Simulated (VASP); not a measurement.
# ZrS2 (P-3m1) in VASP: further runs, part 2 of 2

VASP 6.6.1. Earlier steps stand in the parts before.

**3. Single point, PBEsol**

Input file INCAR:

```
  PREC = Accurate
  ENCUT = 500
  EDIFF = 1E-6
  ISMEAR = -1
  SIGMA = 0.1
  LREAL = False
  LASPH = True
  NELM = 120
  ALGO = Normal
  ISIF = 2
  LWAVE = False
  LCHARG = False
  GGA = PS
  NBANDS = 19
  GGA_COMPAT = False
```

Input file KPOINTS:

```
regular mesh
0
Gamma
  6 6 3
```

Input file POSCAR:

```
ZrS2
1.0
    3.6913800000      0.0000000000      0.0000000000
   -1.8456900000      3.1968300000      0.0000000000
    0.0000000000      0.0000000000      6.0410800000
Zr S
1 2
Direct
    0.0000000000      0.0000000000      0.0000000000
    0.6666666667      0.3333333333      0.7620900000
    0.3333333333      0.6666666667      0.2379100000
```

Potentials or basis: VASP PAW PBE potentials, release 64 (Zr_sv, S).

On the command line:

```console
$ cat potpaw_PBE.64/Zr_sv/POTCAR potpaw_PBE.64/S/POTCAR > POTCAR
$ mpirun -np 1 vasp_std > vasp.out
```

OUTCAR:

```text
PREC = Accurate
   ENCUT = 500
   EDIFF = 1E-6
   ISMEAR = -1
   LREAL = False
   LASPH = True
   NELM = 120
   ISIF = 2
   GGA = PS

 ion  position               nearest neighbor table
   1  0.000  0.000  0.000-   2 2.57   3 2.57   2 2.57   3 2.57   2 2.57   3 2.57
   2  0.667  0.333  0.762-   1 2.57   1 2.57   1 2.57
   3  0.333  0.667  0.238-   1 2.57   1 2.57   1 2.57

  LATTYP: Found a hexagonal cell.
 ALAT       =     3.6913800000
 C/A-ratio  =     1.6365370133

  Lattice vectors:

 A1 = (   3.6913800000,   0.0000000000,   0.0000000000)
 A2 = (  -1.8456900000,   3.1968300000,   0.0000000000)
 A3 = (   0.0000000000,   0.0000000000,   6.0410800000)

Analysis of symmetry for initial positions (statically):
=====================================================================
 Subroutine PRICEL returns:
 Original cell was already a primitive cell.

 Routine SETGRP: Setting up the symmetry group for a
 hexagonal supercell.

 Subroutine GETGRP returns: Found 12 space group operations
 (whereof 12 operations were pure point group operations)
 out of a pool of 24 trial point group operations.

The static configuration has the point symmetry D_3d.

Analysis of symmetry for dynamics (positions and initial velocities):
=====================================================================
 Subroutine PRICEL returns:
 Original cell was already a primitive cell.

 Routine SETGRP: Setting up the symmetry group for a
 hexagonal supercell.

 Subroutine GETGRP returns: Found 12 space group operations
 (whereof 12 operations were pure point group operations)
 out of a pool of 24 trial point group operations.

The dynamic configuration has the point symmetry D_3d.

 Subroutine INISYM returns: Found 12 space group operations
 (whereof 12 operations are pure point group operations),
[... 103 lines left out ...]
   EMIN   =  10.00;   EMAX   =-10.00  energy-range for DOS
   EFERMI =   0.00;   METHOD = LEGACY
   ISMEAR =    -1;   SIGMA  =   0.10  broadening in eV -4-tet -1-fermi 0-gaus
   EFERMI_NEDOS =   21; number of points for ismear=-14 and -15
   IALGO  =     38    algorithm
   IMIX   =      4    mixing-type and parameters
     AMIX     =   0.40;   BMIX     =  1.00
     AMIX_MAG =   1.60;   BMIX_MAG =  1.00
  volume/ion in A,a.u.               =      23.76       160.36
  Fermi-wavevector in a.u.,A,eV,Ry     =   1.138862  2.152136 17.646835  1.297006
  Thomas-Fermi vector in A             =   2.275566
   LORBIT       =      0    0 simple, 1 ext, 2 COOP (PROOUT), +10 PAW based schemes
   GGA     = PS    functional components
   LHFCALC =     F    Hartree Fock is set to
   AEXX    =    0.0000 exact exchange contribution
   IVDW    =     0    specifies the selected vdW correction
   LEPSILON=     F    determine dielectric tensor
   LRPA    =     F    only Hartree local field effects (RPA)
 non-spin polarized calculation
  energy-cutoff  :      500.00
  volume of cell :       71.29
 maximum number of plane-waves:      1818
 NGX is ok and might be reduce to    28
   NGX = 13   NGY = 13   NGZ = 23

 number of electron      23.9999999 magnetization

 Free energy of the ion-electron system (eV)
  ---------------------------------------------------
  ext. energy  EPLUGINS =         0.00000000
  ---------------------------------------------------
  free energy    TOTEN  =       -22.52741332 eV

  energy without entropy =      -22.52618029  energy(sigma->0) =      -22.52679680

 E-fermi :   4.5364     XC(G=0):  -9.5126

 val. band max:        4.0038693503   @ k =   0.1667   0.0000   0.0000
 cond. band min:       5.0683106212   @ k =   0.5000   0.0000   0.3333
 fundamental gap:      1.0644412708
 Fermi energy:         4.5363664937

 k-point     1 :       0.0000    0.0000    0.0000
  band No.  band energies     occupation
      1     -44.8262      2.00000
      2     -22.9213      2.00000
      3     -22.7688      2.00000
      4     -22.7688      2.00000
      5      -8.5159      2.00000
      6      -7.1001      2.00000
[... 351 lines left out ...]
      6      -7.2580      2.00000
[... 11 lines left out ...]
     18      12.0799      0.00000
     19      12.8569      0.00000

------------------------ aborting loop because EDIFF is reached ----------------------------------------

  FORCE on cell =-STRESS in cart. coord.  units (eV):
  Direction    XX          YY          ZZ          XY          YZ          ZX
  --------------------------------------------------------------------------------------
  -------------------------------------------------------------------------------------
  Total       -1.3256353     -1.3256363     -0.5891333     -0.0000000      0.0000000      0.0000000
  in kB      -29.7928301    -29.7928514    -13.2404056     -0.0000000      0.0000000      0.0000000
  external PRESSURE =     -24.2753624 kB  Pullay stress =       0.0000000 kB

 VOLUME and BASIS-vectors are now :
 -----------------------------------------------------------------------------
  energy-cutoff  :      500.00
  volume of cell :       71.29
      direct lattice vectors                 reciprocal lattice vectors
     3.691380000  0.000000000  0.000000000     0.270901397  0.156404939  0.000000000
    -1.845690000  3.196830000  0.000000000     0.000000000  0.312809877  0.000000000
     0.000000000  0.000000000  6.041080000     0.000000000  0.000000000  0.165533315

 POSITION                                       TOTAL-FORCE (eV/Angst)
 -----------------------------------------------------------------------------------
      0.00000      0.00000      0.00000         0.000000     -0.000000      0.000000
      1.84569      1.06561      4.60385        -0.000000     -0.000000      0.141822
     -0.00000      2.13122      1.43723         0.000000      0.000000     -0.141822
 -----------------------------------------------------------------------------------
    total drift:                                0.000000      0.000000     -0.000000

  FREE ENERGIE OF THE ION-ELECTRON SYSTEM (eV)
  ---------------------------------------------------
  free  energy   TOTEN  =       -22.5274133203 eV

  energy  without entropy=      -22.5261802879  energy(sigma->0) =      -22.52679680
```

It took 22 s on 1 thread of Intel Xeon 6975P-C, shared host; peak memory 0.19 GiB.

Results:

```yaml
Free_energy: -22.5274 eV
Pressure: -2.4 GPa
Largest_force: 0.142 eV/Å
Band_gap_on_the_k_mesh: 1.06 eV, indirect (least direct gap 1.58 eV)
```

Forces in eV/Å, atoms in the order of the input:
```
Zr   0.000  0.000  0.000
S    0.000  0.000  0.142
S    0.000  0.000 -0.142
```

Levels at points of the mesh, in eV from the valence-band top:
| k point | band 10 | band 11 | band 12 | band 13 | band 14 | band 15 |
| --- | --- | --- | --- | --- | --- | --- |
| (0.00, 0.00, 0.00) | -0.03 | -0.03 | 0.00 | 1.58 | 1.58 | 2.42 |
| (0.50, 0.00, 0.00) | -2.34 | -1.63 | -1.12 | 1.18 | 3.25 | 3.51 |

Caveat: the PAW data sets were made with another functional, which shifts forces and pressure a little; this functional lacks dispersion, which binds the layers, so the pressure and a relaxed spacing across them are unreliable.
